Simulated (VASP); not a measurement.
# Cd3TeSe2 in VASP: notebook

The runs below take Cd3TeSe2 through single point, with PBE.

Everything below comes from runs of VASP 6.6.1. Logs are shortened: lines on timing, memory, paths and dates and some standing lists are left out, and cuts for length are marked.

## 1. The cell of the first run

The structure is hexagonal, space group P6_3mc (No. 186). Conventional cell: a = 4.482 Å, b = 4.482 Å, c = 21.979 Å, α = 90.00°, β = 90.00°, γ = 120.00°. Within 3.5 Å of Cd (site symmetry 3m) lie 1 Se at 2.68 Å and 3 Te at 2.81 Å. Within 3.6 Å of Cd (site symmetry 3m) lie 3 Se at 2.72 Å and 1 Te at 2.87 Å. Within 3.5 Å of Cd (site symmetry 3m) lie 4 Se at 2.69 to 2.72 Å. Within 3.7 Å of Te (site symmetry 3m) lie 4 Cd at 2.81 to 2.87 Å. Within 3.5 Å of Se (site symmetry 3m) lie 4 Cd at 2.68 to 2.72 Å. Within 3.5 Å of Se (site symmetry 3m) lie 4 Cd at 2.69 to 2.72 Å.

## 2. Single point, PBE

INCAR

```
SYSTEM = Cd3TeSe2
  PREC = Accurate
  ENCUT = 520
  EDIFF = 1E-7
  ISMEAR = 0
  SIGMA = 0.2
  LREAL = .False.
  LASPH = .True.
  NELM = 100
  ALGO = Normal
  ISIF = 2
  LWAVE = .False.
  LCHARG = .False.
  GGA = PE
  NBANDS = 66
```

KPOINTS

```
Automatic mesh
0
Gamma
  6 6 1
  0 0 0
```

POSCAR

```
Cd3TeSe2
1.0
    4.4815181950      0.0000000000      0.0000000000
   -2.2407590975      3.8811086044      0.0000000000
    0.0000000000      0.0000000000     21.9785877000
Cd Te Se
6 2 4
Direct
    0.3333333333      0.6666666667      0.0070220000
    0.3333333333      0.6666666667      0.3265620000
    0.3333333333      0.6666666667      0.6664970000
    0.6666666667      0.3333333333      0.1664970000
    0.6666666667      0.3333333333      0.5070220000
    0.6666666667      0.3333333333      0.8265620000
    0.3333333333      0.6666666667      0.4569850000
    0.6666666667      0.3333333333      0.9569850000
    0.3333333333      0.6666666667      0.1290000000
    0.3333333333      0.6666666667      0.7889350000
    0.6666666667      0.3333333333      0.2889350000
    0.6666666667      0.3333333333      0.6290000000
```

Potentials or basis: VASP PAW PBE potentials, release 64 (Cd, Te, Se).

On the command line:

```
$ cat potpaw_PBE.64/Cd/POTCAR potpaw_PBE.64/Te/POTCAR potpaw_PBE.64/Se/POTCAR > POTCAR
$ mpirun -np 1 vasp_std > vasp.out
```

OUTCAR:

```text
SYSTEM = Cd3TeSe2
   PREC = Accurate
   ENCUT = 520
   EDIFF = 1E-7
   ISMEAR = 0
   LREAL = .False.
   LASPH = .True.
   NELM = 100
   ISIF = 2
   GGA = PE

 ion  position               nearest neighbor table
   1  0.333  0.667  0.007-   9 2.68   8 2.81   8 2.81   8 2.81
   2  0.333  0.667  0.327-  11 2.72  11 2.72  11 2.72   7 2.87
   3  0.333  0.667  0.666-  10 2.69  12 2.72  12 2.72  12 2.72
   4  0.667  0.333  0.166-  11 2.69   9 2.72   9 2.72   9 2.72
   5  0.667  0.333  0.507-  12 2.68   7 2.81   7 2.81   7 2.81
   6  0.667  0.333  0.827-  10 2.72  10 2.72  10 2.72   8 2.87
   7  0.333  0.667  0.457-   5 2.81   5 2.81   5 2.81   2 2.87
   8  0.667  0.333  0.957-   1 2.81   1 2.81   1 2.81   6 2.87
   9  0.333  0.667  0.129-   1 2.68   4 2.72   4 2.72   4 2.72
  10  0.333  0.667  0.789-   3 2.69   6 2.72   6 2.72   6 2.72
  11  0.667  0.333  0.289-   4 2.69   2 2.72   2 2.72   2 2.72
  12  0.667  0.333  0.629-   5 2.68   3 2.72   3 2.72   3 2.72

  LATTYP: Found a hexagonal cell.
 ALAT       =     4.4815181950
 C/A-ratio  =     4.9042727807

  Lattice vectors:

 A1 = (   4.4815181950,   0.0000000000,   0.0000000000)
 A2 = (  -2.2407590975,   3.8811086044,   0.0000000000)
 A3 = (   0.0000000000,   0.0000000000,  21.9785877000)

Analysis of symmetry for initial positions (statically):
=====================================================================
 Subroutine PRICEL returns:
 Original cell was already a primitive cell.

 Routine SETGRP: Setting up the symmetry group for a
 hexagonal supercell.

 Subroutine GETGRP returns: Found 12 space group operations
 (whereof  6 operations were pure point group operations)
 out of a pool of 24 trial point group operations.

The static configuration has the point symmetry C_3v.
 The point group associated with its full space group is C_6v.

Analysis of symmetry for dynamics (positions and initial velocities):
=====================================================================
 Subroutine PRICEL returns:
 Original cell was already a primitive cell.

 Routine SETGRP: Setting up the symmetry group for a
 hexagonal supercell.

 Subroutine GETGRP returns: Found 12 space group operations
 (whereof  6 operations were pure point group operations)
 out of a pool of 24 trial point group operations.

The dynamic configuration has the point symmetry C_3v.
 The point group associated with its full space group is C_6v.

 Subroutine INISYM returns: Found 12 space group operations
 (whereof  6 operations are pure point group operations),
 and found     1 'primitive' translations

----------------------------------------------------------------------------------------

                                     Primitive cell

  volume of cell :     382.2793

  direct lattice vectors                    reciprocal lattice vectors
     4.481518195  0.000000000  0.000000000     0.223138668  0.128829170  0.000000000
    -2.240759097  3.881108604  0.000000000     0.000000000  0.257658340  0.000000000
     0.000000000  0.000000000 21.978587700     0.000000000  0.000000000  0.045498829

  length of vectors
     4.481518195  4.481518195 21.978587700     0.257658340  0.257658340  0.045498829

  position of ions in fractional coordinates (direct lattice)
     0.333333333  0.666666667  0.007022000
     0.333333333  0.666666667  0.326562000
     0.333333333  0.666666667  0.666497000
     0.666666667  0.333333333  0.166497000
     0.666666667  0.333333333  0.507022000
     0.666666667  0.333333333  0.826562000
     0.333333333  0.666666667  0.456985000
     0.666666667  0.333333333  0.956985000
     0.333333333  0.666666667  0.129000000
     0.333333333  0.666666667  0.788935000
     0.666666667  0.333333333  0.288935000
     0.666666667  0.333333333  0.629000000

  ion indices of the primitive-cell ions
   primitive index   ion index
                 1           1
                 2           2
                 3           3
                 4           4
                 5           5
                 6           6
                 7           7
                 8           8
                 9           9
                10          10
                11          11
                12          12

----------------------------------------------------------------------------------------

 KPOINTS: Automatic mesh

Automatic generation of k-mesh.
 Grid dimensions read from file:
 generate k-points for:    6    6    1

 Generating k-lattice:

  Cartesian coordinates                     Fractional coordinates (reciprocal lattice)
     0.037189778  0.021471528  0.000000000     0.166666667  0.000000000  0.000000000
     0.000000000  0.042943057  0.000000000     0.000000000  0.166666667  0.000000000
     0.000000000  0.000000000  0.045498829     0.000000000  0.000000000  1.000000000

  Length of vectors
     0.042943057  0.042943057  0.045498829

  Shift w.r.t. Gamma in fractional coordinates (k-lattice)
     0.000000000  0.000000000  0.000000000

 Subroutine IBZKPT returns following result:
 ===========================================

 Found      7 irreducible k-points:

 Following reciprocal coordinates:
            Coordinates               Weight
  0.000000  0.000000  0.000000      1.000000
  0.166667  0.000000  0.000000      6.000000
  0.333333  0.000000  0.000000      6.000000
  0.500000  0.000000  0.000000      3.000000
  0.166667  0.166667  0.000000      6.000000
  0.333333  0.166667  0.000000     12.000000
  0.333333  0.333333  0.000000      2.000000
   k-points           NKPTS =      7   k-points in BZ     NKDIM =      7   number of bands    NBANDS=     66
   number of dos      NEDOS =    301   number of ions     NIONS =     12
   total plane-waves  NPLWV = 217728
   dimension x,y,z NGX =    36 NGY =   36 NGZ =  168
   dimension x,y,z NGXF=    72 NGYF=   72 NGZF=  336
   ions per type =               6   2   4
   NGX,Y,Z   is equivalent  to a cutoff of  13.35, 13.35, 12.71 a.u.
   NGXF,Y,Z  is equivalent  to a cutoff of  26.71, 26.71, 25.42 a.u.
 SYSTEM =  Cd3TeSe2
   PREC   = accura    normal or accurate (medium, high low for compatibility)
   ISTART =      0    job   : 0-new  1-cont  2-samecut
   ICHARG =      2    charge: 1-file 2-atom 10-const
   ISPIN  =      1    spin polarized calculation?
   LNONCOLLINEAR =      F non collinear calculations
   LSORBIT =      F    spin-orbit coupling
   LASPH  =      T    aspherical Exc in radial PAW
   ENCUT  =  520.0 eV  38.22 Ry    6.18 a.u.   8.33  8.33 40.87*2*pi/ulx,y,z
   NELM   =    100;   NELMIN=  2; NELMDL= -5     # of ELM steps
   EDIFF  = 0.1E-06   stopping-criterion for ELM
   LREAL  =      F    real-space projection
   EDIFFG = 0.1E-05   stopping-criterion for IOM
   NSW    =      0    number of steps for IOM
   IBRION =     -1    ionic relax: 0-MD 1-quasi-New 2-CG
   NFREE  =      0    steps in history (QN), initial steepest desc. (CG)
   ISIF   =      2    stress and relaxation
   ISYM   =      2    0-nonsym 1-usesym 2-fastsym
   POTIM  = 0.5000    time-step for ionic-motion
   TEBEG  =    0.0;   TEEND  =   0.0 temperature during run
   PSTRESS=    0.0 pullay stress
   NELECT =     108.0000    total number of electrons
   NUPDOWN=      -1.0000    fix difference up-down
   EMIN   =  10.00;   EMAX   =-10.00  energy-range for DOS
   EFERMI =   0.00;   METHOD = LEGACY
   ISMEAR =     0;   SIGMA  =   0.20  broadening in eV -4-tet -1-fermi 0-gaus
   EFERMI_NEDOS =   21; number of points for ismear=-14 and -15
   IALGO  =     38    algorithm
   IMIX   =      4    mixing-type and parameters
     AMIX     =   0.40;   BMIX     =  1.00
     AMIX_MAG =   1.60;   BMIX_MAG =  1.00
  volume/ion in A,a.u.               =      31.86       214.98
  Fermi-wavevector in a.u.,A,eV,Ry     =   1.074210  2.029962 15.700130  1.153927
  Thomas-Fermi vector in A             =   2.210032
   LORBIT       =      0    0 simple, 1 ext, 2 COOP (PROOUT), +10 PAW based schemes
   GGA     = PE    functional components
   LHFCALC =     F    Hartree Fock is set to
   AEXX    =    0.0000 exact exchange contribution
   IVDW    =     0    specifies the selected vdW correction
   LEPSILON=     F    determine dielectric tensor
   LRPA    =     F    only Hartree local field effects (RPA)
 non-spin polarized calculation
 Gauss-broadening in eV      SIGMA  =   0.20
  energy-cutoff  :      520.00
  volume of cell :      382.28
 maximum number of plane-waves:     10319
 NGX is ok and might be reduce to    36
   NGX = 17   NGY = 17   NGZ = 81

 number of electron     107.9999978 magnetization

 Free energy of the ion-electron system (eV)
  ---------------------------------------------------
  ext. energy  EPLUGINS =         0.00000000
  ---------------------------------------------------
  free energy    TOTEN  =       -31.40570554 eV

  energy without entropy =      -31.39559155  energy(sigma->0) =      -31.40064855

 E-fermi :   1.4481     XC(G=0):  -8.5175

 val. band max:        1.4414093099   @ k =   0.0000   0.0000   0.0000
 cond. band min:       2.6260679080   @ k =   0.0000   0.0000   0.0000
 fundamental gap:      1.1846585981
 Fermi energy:         1.4481421191

 k-point     1 :       0.0000    0.0000    0.0000
  band No.  band energies     occupation
      1     -11.2953      2.00000
      2     -11.2881      2.00000
      3     -11.1282      2.00000
      4     -11.1200      2.00000
      5      -9.5108      2.00000
      6      -9.5104      2.00000
[... 58 lines left out ...]
     65       6.5059      0.00000
     66       6.5298      0.00000

 k-point     2 :       0.1667    0.0000    0.0000
  band No.  band energies     occupation
      1     -11.2378      2.00000
      2     -11.2319      2.00000
      3     -11.0899      2.00000
      4     -11.0834      2.00000
      5      -9.4408      2.00000
      6      -9.4400      2.00000
[... 58 lines left out ...]
     65       6.2656      0.00000
     66       6.7324      0.00000

 k-point     3 :       0.3333    0.0000    0.0000
  band No.  band energies     occupation
      1     -11.1165      2.00000
      2     -11.1131      2.00000
      3     -11.0183      2.00000
      4     -11.0148      2.00000
      5      -9.3008      2.00000
      6      -9.3000      2.00000
[... 58 lines left out ...]
     65       6.0679      0.00000
     66       6.4671      0.00000

 k-point     4 :       0.5000    0.0000    0.0000
  band No.  band energies     occupation
      1     -11.0487      2.00000
      2     -11.0466      2.00000
      3     -10.9891      2.00000
      4     -10.9870      2.00000
      5      -9.2316      2.00000
      6      -9.2311      2.00000
[... 58 lines left out ...]
     65       5.8002      0.00000
     66       6.7374      0.00000

 k-point     5 :       0.1667    0.1667    0.0000
  band No.  band energies     occupation
      1     -11.1481      2.00000
      2     -11.1441      2.00000
      3     -11.0353      2.00000
      4     -11.0311      2.00000
      5      -9.3359      2.00000
      6      -9.3351      2.00000
[... 58 lines left out ...]
     65       6.0002      0.00000
     66       6.1561      0.00000

 k-point     6 :       0.3333    0.1667    0.0000
  band No.  band energies     occupation
      1     -11.0495      2.00000
      2     -11.0474      2.00000
      3     -10.9893      2.00000
      4     -10.9873      2.00000
      5      -9.2325      2.00000
      6      -9.2321      2.00000
[... 58 lines left out ...]
     65       6.1439      0.00000
     66       6.6018      0.00000

 k-point     7 :       0.3333    0.3333    0.0000
  band No.  band energies     occupation
      1     -11.0084      2.00000
      2     -11.0084      2.00000
      3     -10.9819      2.00000
      4     -10.9819      2.00000
      5      -9.1994      2.00000
      6      -9.1994      2.00000
[... 58 lines left out ...]
     65       6.6527      0.00000
     66       7.0774      0.00000

------------------------ aborting loop because EDIFF is reached ----------------------------------------

  FORCE on cell =-STRESS in cart. coord.  units (eV):
  Direction    XX          YY          ZZ          XY          YZ          ZX
  --------------------------------------------------------------------------------------
  -------------------------------------------------------------------------------------
  Total        0.4752794      0.4752794      0.5708370      0.0000000      0.0000000     -0.0000000
  in kB        1.9919519      1.9919519      2.3924449      0.0000000      0.0000000     -0.0000000
  external PRESSURE =       2.1254495 kB  Pullay stress =       0.0000000 kB

 VOLUME and BASIS-vectors are now :
 -----------------------------------------------------------------------------
  energy-cutoff  :      520.00
  volume of cell :      382.28
      direct lattice vectors                 reciprocal lattice vectors
     4.481518195  0.000000000  0.000000000     0.223138668  0.128829170  0.000000000
    -2.240759097  3.881108604  0.000000000     0.000000000  0.257658340  0.000000000
     0.000000000  0.000000000 21.978587700     0.000000000  0.000000000  0.045498829

 POSITION                                       TOTAL-FORCE (eV/Angst)
 -----------------------------------------------------------------------------------
     -0.00000      2.58741      0.15433         0.000000      0.000000      0.015107
     -0.00000      2.58741      7.17737         0.000000     -0.000000     -0.008343
     -0.00000      2.58741     14.64866        -0.000000     -0.000000     -0.004281
      2.24076      1.29370      3.65937         0.000000      0.000000     -0.004281
      2.24076      1.29370     11.14363        -0.000000     -0.000000      0.015107
      2.24076      1.29370     18.16667        -0.000000      0.000000     -0.008343
     -0.00000      2.58741     10.04388         0.000000      0.000000     -0.007642
      2.24076      1.29370     21.03318        -0.000000     -0.000000     -0.007642
     -0.00000      2.58741      2.83524        -0.000000     -0.000000     -0.003363
     -0.00000      2.58741     17.33968        -0.000000      0.000000      0.008522
      2.24076      1.29370      6.35038         0.000000     -0.000000      0.008522
      2.24076      1.29370     13.82453         0.000000      0.000000     -0.003363
 -----------------------------------------------------------------------------------
    total drift:                               -0.000000     -0.000001      0.000288

  FREE ENERGIE OF THE ION-ELECTRON SYSTEM (eV)
  ---------------------------------------------------
  free  energy   TOTEN  =       -31.4057055435 eV

  energy  without entropy=      -31.3955915506  energy(sigma->0) =      -31.40064855
```

It took 8.4 min on 1 thread of Intel Xeon Platinum 8259CL at 2.50GHz (Skylake/Cascade Lake), shared host; peak memory 0.56 GiB.

Results:

```yaml
Free_energy: -31.4057 eV
Pressure: 0.2 GPa
Largest_force: 0.015 eV/Å
```

Forces on the atoms (eV/Å):
```
Cd   0.000  0.000  0.015
Cd   0.000  0.000 -0.008
Cd   0.000  0.000 -0.004
Cd   0.000  0.000 -0.004
Cd   0.000  0.000  0.015
Cd   0.000  0.000 -0.008
Te   0.000  0.000 -0.008
Te   0.000  0.000 -0.008
Se   0.000  0.000 -0.003
Se   0.000  0.000  0.009
Se   0.000  0.000  0.009
Se   0.000  0.000 -0.003
```

Caveat: spin-orbit coupling is left out, which moves the levels of the heavy elements.

## 3. Single point, PBE

INCAR

```
PREC     = Accurate       # precision mode
ENCUT    = 520            # plane-wave cutoff, eV
EDIFF    = 1E-6           # SCF threshold, eV
ISMEAR   = 0              # smearing method
SIGMA    = 0.2            # smearing width, eV
LREAL    = False          # projectors in reciprocal space
LASPH    = True           # aspherical terms in the spheres
NELM     = 80             # most SCF steps
ALGO     = Normal         # electronic algorithm
ISIF     = 2              # what is computed and relaxed
LWAVE    = False          # write WAVECAR
LCHARG   = False          # write CHGCAR
GGA      = PE             # functional
NBANDS   = 66             # bands
```

KPOINTS

```
regular mesh
0
Gamma
  6 6 1
```

POSCAR

```
Cd3TeSe2
1.0
    4.4797522661      0.0010840274      0.0001737982
   -2.2389400421      3.8795668626     -0.0001424347
    0.0013758783     -0.0004320185     22.0103566014
Cd Te Se
6 2 4
Direct
    0.3324887576      0.6658434915      0.0071722979
    0.3344376778      0.6668502516      0.3265080895
    0.3338527074      0.6666849835      0.6665604933
    0.6662997333      0.3333549130      0.1665280917
    0.6666437951      0.3339558477      0.5072093906
    0.6662618105      0.3333334004      0.8265060890
    0.3332625408      0.6673027260      0.4569224969
    0.6659690718      0.3324996642      0.9569035727
    0.3328814179      0.6666604760      0.1289545136
    0.3329042838      0.6666784781      0.7888827703
    0.6677486204      0.3334792638      0.2888598650
    0.6672495836      0.3333565042      0.6289943295
```

Potentials or basis: VASP PAW PBE potentials, release 64 (Cd, Te, Se).

On the command line:

```
$ cat potpaw_PBE.64/Cd/POTCAR potpaw_PBE.64/Te/POTCAR potpaw_PBE.64/Se/POTCAR > POTCAR
$ mpirun -np 1 vasp_std > vasp.out
```

Wall time 18 min (1 thread of Intel Xeon Platinum 8259CL at 2.50GHz (Skylake/Cascade Lake), shared host); peak memory 0.75 GiB.

It converged, with:

```
Free energy   : -31.4061 eV
Pressure      : 0.2 GPa
Largest force : 0.006 eV/Å
```

Forces in eV/Å, atoms in the order of the input:
```
Cd   0.000  0.001  0.001
Cd  -0.001  0.000  0.003
Cd  -0.001  0.000 -0.003
Cd   0.000  0.000 -0.002
Cd   0.001  0.000  0.000
Cd   0.001  0.000  0.003
Te   0.001  0.000 -0.006
Te   0.000  0.001 -0.005
Se   0.001  0.000  0.000
Se   0.000  0.000  0.004
Se  -0.001  0.000  0.005
Se  -0.001  0.000 -0.001
```

Levels at points of the mesh, in eV from the Fermi level:
```
           k point  band 52  band 53  band 54  band 55  band 56  band 57
(0.00, 0.00, 0.00)    -0.17    -0.15    -0.14    -0.02     1.17     1.19
(0.50, 0.00, 0.00)    -1.35    -1.07    -0.97     1.89     2.09     2.39
(0.00, 0.50, 0.00)    -1.35    -1.07    -0.97     1.89     2.09     2.39
(0.50, 0.50, 0.00)    -1.35    -1.08    -0.97     1.89     2.08     2.39
```

Caveat: spin-orbit coupling is left out, which moves the levels of the heavy elements.
